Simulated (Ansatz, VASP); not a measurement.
**Two plane-wave programs on Au**

File INCAR:

```
SYSTEM = Au
PREC     = Accurate       ! precision mode
ENCUT    = 600            ! plane-wave cutoff, eV
EDIFF    = 1E-6           ! SCF threshold, eV
ISMEAR   = 0              ! smearing method
SIGMA    = 0.1            ! smearing width, eV
LREAL    = .FALSE.        ! projectors in reciprocal space
LASPH    = .TRUE.         ! aspherical terms in the spheres
NELM     = 60             ! most SCF steps
ALGO     = Normal         ! electronic algorithm
ISIF     = 3              ! what is computed and relaxed
LWAVE    = .FALSE.        ! write WAVECAR
LCHARG   = .FALSE.        ! write CHGCAR
GGA      = PS             ! functional
IBRION   = 2              ! ionic algorithm
NSW      = 80             ! ionic steps
EDIFFG   = -0.05          ! ionic threshold
```

Contents of KPOINTS:

```
regular mesh
0
G
  12 12 6
  0 0 0
```

Contents of POSCAR:

```
Au
1.0
    2.5718365546      0.0000000000      0.0000000000
   -1.2859182773      2.2272757907      0.0000000000
    0.0000000000      0.0000000000      4.2002153116
Au
2
Direct
    0.3333333333      0.6666666667      0.2500000000
    0.6666666667      0.3333333333      0.7500000000
```

Input for Ansatz:

```yaml
crystal:
  lattice:
    - [2.5718365546, 0.0, 0.0]
    - [-1.2859182773, 2.2272757907, 0.0]
    - [0.0, 0.0, 4.2002153116]
  atoms:
    - { symbol: Au, position: [0.3333333333, 0.6666666667, 0.25] }
    - { symbol: Au, position: [0.6666666667, 0.3333333333, 0.75] }
basis:
  ecutwfc: 420
kpoints:
  mp_grid: { grid: [12, 12, 6] }
hamiltonian:
  xc: pbesol
scf:
  occupations: { method: gaussian, width: 0.1 }
output:
  forces: true
  stress: true
  eigenvalues: true
relax:
  adjacent_minimum: "off"
  f_tol: 0.05
  max_steps: 60
  cell: { stress_tol: 0.5 }
```

Alike in both runs: task relaxation of cell and atoms; functional PBEsol; k mesh 12 × 12 × 6; occupations gaussian, width 0.1 eV; no spin polarisation.

|  | VASP | Ansatz |
| --- | --- | --- |
| version | VASP 6.6.1 | Ansatz 0.2.0 |
| potentials or method | VASP PAW PBE potentials, release 64 (Au), cutoff 600 eV | scalar-relativistic, plane waves, PAW |
| valence electrons in the cell | 22 | 38 |

Ansatz gave:

```
gap on the k mesh at the Fermi level, each at its own relaxed structure (eV) : none
relaxed volume (Å³/atom)                                                     : 17.04
relaxed cell length with the largest relative difference (Å)                 : 4.847
```

Question: Which values does VASP return?

Answer: gap on the k mesh at the Fermi level, each at its own relaxed structure (eV): none; relaxed volume (Å³/atom): 17.02; relaxed cell length with the largest relative difference (Å): 4.858.

VASP's potentials were made for PBE, not for PBEsol. A gap of «none» marks a metal or a gap that the smearing closes. VASP's potentials hold 22 valence electrons a cell and Ansatz's 38, so a difference there can come from the potentials and not from the codes.

Neither program's run includes spin-orbit coupling. Noted on VASP's run: the volume moved by over 15 % at a fixed basis, so the end points are rough.
